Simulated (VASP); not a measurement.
# Sn (I4_1/amd) in VASP: electric field gradients with PBEsol

Aim: the electric field gradients of Sn with PBEsol.

All numbers are computed with VASP 6.6.1; they aren't measurements. Logs are shortened: lines on timing, memory, paths and dates and some standing lists are left out, and cuts for length are marked.

### Step 1. The cell of the first run

It takes space group I4_1/amd (No. 141, tetragonal). The conventional cell has a = 5.832 Å, b = 5.832 Å, c = 3.182 Å, α = 90.00°, β = 90.00°, γ = 90.00°. Sn (site symmetry -4m2) has 10 Sn at 3.02 to 3.77 Å within 4.0 Å.

### Step 2. Electric field gradients, PBEsol

INCAR reads:

```
SYSTEM = Sn
PREC = Accurate ; ENCUT = 520
EDIFF = 1E-8 ; ISMEAR = 0
SIGMA = 0.1 ; LREAL = .False.
LASPH = .True. ; NELM = 80
ALGO = Fast ; ISIF = 2
LWAVE = .False. ; LCHARG = .False.
GGA = PS ; LEFG = .True.
NBANDS = 36
```

KPOINTS reads:

```
regular mesh
0
Gamma
  8 8 14
  0 0 0
```

POSCAR reads:

```
Sn
1.0
    5.8320000000      0.0000000000      0.0000000000
    0.0000000000      5.8320000000      0.0000000000
    0.0000000000      0.0000000000      3.1820000000
Sn
4
Direct
    0.0000000000      0.0000000000      0.0000000000
    0.5000000000      0.5000000000      0.5000000000
    0.0000000000      0.5000000000      0.2500000000
    0.5000000000      0.0000000000      0.7500000000
```

Potentials or basis: VASP PAW PBE potentials, release 64 (Sn_d).

Run with:

```console
$ cat potpaw_PBE.64/Sn_d/POTCAR > POTCAR
$ mpirun -np 1 vasp_std > vasp.out
```

OUTCAR:

```text
SYSTEM = Sn
   PREC = Accurate
   ENCUT = 520
   EDIFF = 1E-8
   ISMEAR = 0
   LREAL = .False.
   LASPH = .True.
   NELM = 80
   ISIF = 2
   GGA = PS

 ion  position               nearest neighbor table
   1  0.000  0.000  0.000-   3 3.02   4 3.02   3 3.02   4 3.02
   2  0.500  0.500  0.500-   3 3.02   4 3.02   4 3.02   3 3.02
   3  0.000  0.500  0.250-   1 3.02   2 3.02   1 3.02   2 3.02
   4  0.500  0.000  0.750-   1 3.02   2 3.02   2 3.02   1 3.02

  LATTYP: Found a simple tetragonal cell.
 ALAT       =     5.8320000000
 C/A-ratio  =     0.5456104252

  Lattice vectors:

 A1 = (   5.8320000000,   0.0000000000,   0.0000000000)
 A2 = (   0.0000000000,   5.8320000000,   0.0000000000)
 A3 = (   0.0000000000,   0.0000000000,   3.1820000000)

Analysis of symmetry for initial positions (statically):
=====================================================================
 Subroutine PRICEL returns following result:

  LATTYP: Found a body centered tetragonal cell.
 ALAT       =     5.8320000000
 C/A-ratio  =     0.5456104252

  Lattice vectors:

 A1 = (   2.9160000000,  -2.9160000000,  -1.5910000000)
 A2 = (  -2.9160000000,   2.9160000000,  -1.5910000000)
 A3 = (   2.9160000000,   2.9160000000,   1.5910000000)

   2 primitive cells build up your supercell.

 Routine SETGRP: Setting up the symmetry group for a
 simple tetragonal supercell.

 Subroutine GETGRP returns: Found 16 space group operations
 (whereof  8 operations were pure point group operations)
 out of a pool of 16 trial point group operations.

The static configuration has the point symmetry D_2d.
 The point group associated with its full space group is D_4h.

Analysis of symmetry for dynamics (positions and initial velocities):
=====================================================================
 Subroutine PRICEL returns following result:

  LATTYP: Found a body centered tetragonal cell.
 ALAT       =     5.8320000000
 C/A-ratio  =     0.5456104252

  Lattice vectors:

 A1 = (   2.9160000000,  -2.9160000000,  -1.5910000000)
 A2 = (  -2.9160000000,   2.9160000000,  -1.5910000000)
 A3 = (   2.9160000000,   2.9160000000,   1.5910000000)

   2 primitive cells build up your supercell.

 Routine SETGRP: Setting up the symmetry group for a
 simple tetragonal supercell.

 Subroutine GETGRP returns: Found 16 space group operations
 (whereof  8 operations were pure point group operations)
 out of a pool of 16 trial point group operations.

The dynamic configuration has the point symmetry D_2d.
 The point group associated with its full space group is D_4h.

 Subroutine INISYM returns: Found 16 space group operations
 (whereof  8 operations are pure point group operations),
 and found     2 'primitive' translations

----------------------------------------------------------------------------------------

                                     Primitive cell

  volume of cell :      54.1134

  direct lattice vectors                    reciprocal lattice vectors
     2.916000000 -2.916000000 -1.591000000     0.171467764  0.000000000 -0.314267756
    -2.916000000  2.916000000 -1.591000000     0.000000000  0.171467764 -0.314267756
     2.916000000  2.916000000  1.591000000     0.171467764  0.171467764  0.000000000

  length of vectors
     4.420112329  4.420112329  4.420112329     0.358001979  0.358001979  0.242492037

  position of ions in fractional coordinates (direct lattice)
     0.000000000  0.000000000  0.000000000
     0.750000000  0.250000000  0.500000000

  ion indices of the primitive-cell ions
   primitive index   ion index
                 1           1
[... 33 lines left out ...]
  0.375000  0.000000  0.000000      4.000000
  0.500000  0.000000  0.000000      2.000000
  0.125000  0.125000  0.000000      4.000000
[... 16 lines left out ...]
  0.375000  0.125000  0.071429     16.000000
  0.500000  0.125000  0.071429      8.000000
 [... further k-points ...]
   k-points           NKPTS =    120   k-points in BZ     NKDIM =    120   number of bands    NBANDS=     36
   number of dos      NEDOS =    301   number of ions     NIONS =      4
   total plane-waves  NPLWV =  55296
   dimension x,y,z NGX =    48 NGY =   48 NGZ =   24
   dimension x,y,z NGXF=    96 NGYF=   96 NGZF=   48
   ions per type =               4
   NGX,Y,Z   is equivalent  to a cutoff of  13.68, 13.68, 12.54 a.u.
   NGXF,Y,Z  is equivalent  to a cutoff of  27.37, 27.37, 25.08 a.u.
 SYSTEM =  Sn
   PREC   = accura    normal or accurate (medium, high low for compatibility)
   ISTART =      0    job   : 0-new  1-cont  2-samecut
   ICHARG =      2    charge: 1-file 2-atom 10-const
   ISPIN  =      1    spin polarized calculation?
   LNONCOLLINEAR =      F non collinear calculations
   LSORBIT =      F    spin-orbit coupling
   LASPH  =      T    aspherical Exc in radial PAW
   ENCUT  =  520.0 eV  38.22 Ry    6.18 a.u.  10.84 10.84  5.92*2*pi/ulx,y,z
   NELM   =     80;   NELMIN=  2; NELMDL= -5     # of ELM steps
   EDIFF  = 0.1E-07   stopping-criterion for ELM
   LREAL  =      F    real-space projection
   EDIFFG = 0.1E-06   stopping-criterion for IOM
   NSW    =      0    number of steps for IOM
   IBRION =     -1    ionic relax: 0-MD 1-quasi-New 2-CG
   NFREE  =      0    steps in history (QN), initial steepest desc. (CG)
   ISIF   =      2    stress and relaxation
   ISYM   =      2    0-nonsym 1-usesym 2-fastsym
   POTIM  = 0.5000    time-step for ionic-motion
   TEBEG  =    0.0;   TEEND  =   0.0 temperature during run
   PSTRESS=    0.0 pullay stress
   NELECT =      56.0000    total number of electrons
   NUPDOWN=      -1.0000    fix difference up-down
   EMIN   =  10.00;   EMAX   =-10.00  energy-range for DOS
   EFERMI =   0.00;   METHOD = LEGACY
   ISMEAR =     0;   SIGMA  =   0.10  broadening in eV -4-tet -1-fermi 0-gaus
   EFERMI_NEDOS =   21; number of points for ismear=-14 and -15
   IALGO  =     68    algorithm
   IMIX   =      4    mixing-type and parameters
     AMIX     =   0.40;   BMIX     =  1.00
     AMIX_MAG =   1.60;   BMIX_MAG =  1.00
  volume/ion in A,a.u.               =      27.06       182.59
  Fermi-wavevector in a.u.,A,eV,Ry     =   1.314294  2.483655 23.502269  1.727368
  Thomas-Fermi vector in A             =   2.444557
   LORBIT       =      0    0 simple, 1 ext, 2 COOP (PROOUT), +10 PAW based schemes
   GGA     = PS    functional components
   LHFCALC =     F    Hartree Fock is set to
   AEXX    =    0.0000 exact exchange contribution
   IVDW    =     0    specifies the selected vdW correction
   LEPSILON=     F    determine dielectric tensor
   LRPA    =     F    only Hartree local field effects (RPA)
 non-spin polarized calculation
 RMM-DIIS sequential band-by-band and
 Gauss-broadening in eV      SIGMA  =   0.10
  energy-cutoff  :      520.00
  volume of cell :      108.23
 maximum number of plane-waves:      2952
 NGX is ok and might be reduce to    48
   NGX = 21   NGY = 21   NGZ = 11

 number of electron      56.0000016 magnetization

 Free energy of the ion-electron system (eV)
  ---------------------------------------------------
  ext. energy  EPLUGINS =         0.00000000
  ---------------------------------------------------
  free energy    TOTEN  =       -17.02689528 eV

  energy without entropy =      -17.01763314  energy(sigma->0) =      -17.02226421

 E-fermi :   7.8509     XC(G=0): -10.4653

 val. band max:        7.8397388899   @ k =   0.2500   0.2500   0.1429
 cond. band min:       7.8687487529   @ k =   0.5000   0.0000   0.0714
 fundamental gap:      0.0290098629
 Fermi energy:         7.8509240876

 k-point     1 :       0.0000    0.0000    0.0000
  band No.  band energies     occupation
      1     -13.7041      2.00000
      2     -13.6279      2.00000
      3     -13.6279      2.00000
      4     -13.6139      2.00000
      5     -13.5758      2.00000
      6     -13.5585      2.00000
[... 925 lines left out ...]
     35      14.5834      0.00000
     36      14.5861      0.00000

 [... further k-points ...]
[... 5 lines left out ...]
  --------------------------------------------------------------------------------------
  -------------------------------------------------------------------------------------
  Total       -0.4055311     -0.4055311      0.0312962      0.0000000     -0.0000000     -0.0000000
  in kB       -6.0034317     -6.0034317      0.4633054      0.0000000     -0.0000000     -0.0000000
  external PRESSURE =      -3.8478527 kB  Pullay stress =       0.0000000 kB

 VOLUME and BASIS-vectors are now :
 -----------------------------------------------------------------------------
  energy-cutoff  :      520.00
  volume of cell :      108.23
      direct lattice vectors                 reciprocal lattice vectors
     5.832000000  0.000000000  0.000000000     0.171467764  0.000000000  0.000000000
     0.000000000  5.832000000  0.000000000     0.000000000  0.171467764  0.000000000
     0.000000000  0.000000000  3.182000000     0.000000000  0.000000000  0.314267756

 POSITION                                       TOTAL-FORCE (eV/Angst)
 -----------------------------------------------------------------------------------
      0.00000      0.00000      0.00000         0.000000     -0.000000      0.000000
      2.91600      2.91600      1.59100        -0.000000     -0.000000      0.000000
      0.00000      2.91600      0.79550         0.000000      0.000000     -0.000000
      2.91600      0.00000      2.38650        -0.000000      0.000000      0.000000
 -----------------------------------------------------------------------------------
    total drift:                                0.000000      0.000000     -0.000000

  FREE ENERGIE OF THE ION-ELECTRON SYSTEM (eV)
  ---------------------------------------------------
  free  energy   TOTEN  =       -17.0268952770 eV

  energy  without entropy=      -17.0176331410  energy(sigma->0) =      -17.02226421

 Electric field gradients (V/A^2)
---------------------------------------------------------------------
 ion       V_xx      V_yy      V_zz      V_xy      V_xz      V_yz
---------------------------------------------------------------------
   1     -17.091   -17.091    34.181     0.000    -0.000     0.000
   2     -17.091   -17.091    34.181    -0.000     0.000    -0.000
   3     -17.091   -17.091    34.181    -0.000     0.000     0.000
   4     -17.091   -17.091    34.181    -0.000     0.000    -0.000
---------------------------------------------------------------------

 Electric field gradients after diagonalization (V/A^2)
 (convention: |V_zz| > |V_xx| > |V_yy|)
----------------------------------------------------------------------
 ion       V_xx      V_yy      V_zz     asymmetry (V_yy - V_xx)/ V_zz
----------------------------------------------------------------------
   1     -17.091   -17.091    34.181       0.000
   2     -17.091   -17.091    34.181       0.000
   3     -17.091   -17.091    34.181       0.000
   4     -17.091   -17.091    34.181       0.000
----------------------------------------------------------------------

           NMR quadrupolar parameters

 Cq : quadrupolar parameter    Cq=e*Q*V_zz/h
 eta: asymmetry parameters     (V_yy - V_xx)/ V_zz
 Q  : nuclear electric quadrupole moment in mb (millibarn)
----------------------------------------------------------------------
 ion       Cq(MHz)       eta       Q (mb)
----------------------------------------------------------------------
   1       0.083       0.000       1.000
   2       0.083       0.000       1.000
   3       0.083       0.000       1.000
   4       0.083       0.000       1.000
----------------------------------------------------------------------
```

Wall time 12 min (1 thread of AMD EPYC 7R13, shared host); peak memory 0.42 GiB.

What came out:

```yaml
Free_energy: -17.0269 eV
Pressure: -0.4 GPa
Band_gap_on_the_k_mesh: zero (band 28 reaches 9.48 eV, above the bottom of band 29 at 6.48 eV)
```

Stress tensor (GPa, compression positive):
```
-0.60  0.00  0.00
 0.00 -0.60  0.00
 0.00  0.00  0.05
```

Electric field gradients, principal values (V/Å²):
| atom | least | middle | greatest (by size) |
| --- | --- | --- | --- |
| 1 Sn | -17.091 | -17.091 | 34.181 |
| 2 Sn | -17.091 | -17.091 | 34.181 |
| 3 Sn | -17.091 | -17.091 | 34.181 |
| 4 Sn | -17.091 | -17.091 | 34.181 |

Caveat: without QUAD_EFG the Cq values of the log hold for a quadrupole moment of 1 mb, not for the nuclei; the PAW data sets were made with another functional, which shifts forces and pressure a little; spin-orbit coupling is left out, which moves the levels of the heavy elements.
